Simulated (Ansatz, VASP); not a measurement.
# One calculation of Al2O3, two programs

File POSCAR:

```
Al2O3
1.0
    3.1381818458      0.0000000000      0.0000000000
   -1.5690909229      2.7177452001      0.0000000000
    0.0000000000      0.0000000000      8.1806068824
Al O
2 3
Direct
    0.0000000000      0.0000000000      0.2779510000
    0.0000000000      0.0000000000      0.7220490000
    0.3333333333      0.6666666667      0.1994540000
    0.6666666667      0.3333333333      0.8005460000
    0.0000000000      0.0000000000      0.5000000000
```

The input INCAR.step1:

```
PREC = Accurate
ENCUT = 520
ISMEAR = 0
SIGMA = 0.05
LREAL = F
LASPH = T
NELM = 80
NBANDS = 20
GGA = PE
ALGO = Normal
EDIFF = 1E-4
LWAVE = T
LCHARG = F
```

The input INCAR.step2:

```
PREC = Accurate
ENCUT = 520
EDIFF = 1E-7
ISMEAR = 0
SIGMA = 0.05
LREAL = F
LASPH = T
NELM = 80
ALGO = Normal
ISIF = 2
LWAVE = F
LCHARG = F
METAGGA = R2SCAN
LMIXTAU = T
NBANDS = 20
ISTART = 1
```

KPOINTS

```
Automatic mesh
0
Gamma
  12 12 4
```

Input for Ansatz:

```yaml
crystal:
  lattice:
    - [3.1381818458, 0.0, 0.0]
    - [-1.5690909229, 2.7177452001, 0.0]
    - [0.0, 0.0, 8.1806068824]
  atoms:
    - { symbol: Al, position: [0.0, 0.0, 0.277951] }
    - { symbol: Al, position: [0.0, 0.0, 0.722049] }
    - { symbol: O, position: [0.3333333333, 0.6666666667, 0.199454] }
    - { symbol: O, position: [0.6666666667, 0.3333333333, 0.800546] }
    - { symbol: O, position: [0.0, 0.0, 0.5] }
basis:
  ecutwfc: 500
kpoints:
  mp_grid: { grid: [12, 12, 4] }
hamiltonian:
  xc: r2scan
scf:
  occupations: { method: gaussian, width: 0.05 }
output:
  forces: true
  stress: true
  eigenvalues: true
  write_density: true
  write_potential: true
  elf: true
  volumetric_format: npy
```

Change from the starting cell: strain +0.040 along x and y, +0.080 along z, atoms carried along.

Alike in both runs: task single point; functional r2SCAN; k mesh 12 × 12 × 4; occupations gaussian, width 0.05 eV; no spin polarisation.

|  | VASP | Ansatz |
| --- | --- | --- |
| version | VASP 6.6.1 | Ansatz 0.2.0 |
| potentials or method | VASP PAW PBE potentials, release 64 (Al, O), cutoff 520 eV | scalar-relativistic, plane waves, PAW |
| valence electrons in the cell | 24 | 24 |

|  | VASP | Ansatz | Ansatz less VASP |
| --- | --- | --- | --- |
| gap on the k mesh at the Fermi level (eV) | 1.47 | 1.47 | +0.002 |
| least direct gap on the mesh (eV) | 1.47 | 1.47 | +0.002 |
| pressure (GPa) | -23.7 | -23.5 | +0.25 |
| traceless stress, the component that is largest in VASP (GPa) | -10.91 | -11.01 | -0.099 |
| rms of the force components (eV/Å) | 0.927 | 0.933 | +0.0061 |

VASP's potentials were made for PBE, not for r2SCAN. Atom by atom the forces differ by 0.018 eV/Å (rms over components). With one functional, cell and mesh, what is left measures potentials, basis and numerics.
